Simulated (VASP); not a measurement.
Crystal: PbSe.

```
Pb Se
1.0
     0.00000    3.06969    3.06969
     3.06969    0.00000    3.06969
     3.06969    3.06969    0.00000
Pb Se
1 1
Cartesian
  0.0000 0.0000 0.0000
  3.0697 3.0697 3.0697
```

Base run:

```yaml
Program: VASP 6.6.1
Functional: PBEsol
Potentials_or_basis: VASP PAW PBE potentials, release 64 (Pb_d, Se)
Cutoff: 520 eV
k_mesh: 6 × 6 × 6
Occupations: gaussian, width 0.01 eV
Spin: no spin polarisation
```

Its results: band gap on the k mesh 0.23 eV; pressure -1.0 GPa.

The run is repeated on the same cell with these changes: functional from PBEsol to HSE06; k mesh from 6 × 6 × 6 to 4 × 4 × 4. What comes out?

Band gap on the k mesh 0.74 eV; pressure 0.8 GPa.

Several settings changed at once.

Caveats: some runs use coarse meshes; the PAW data sets were made with another functional, which shifts forces and pressure a little; spin-orbit coupling is left out, which moves the levels of the heavy elements.

A k mesh can miss the band edges.
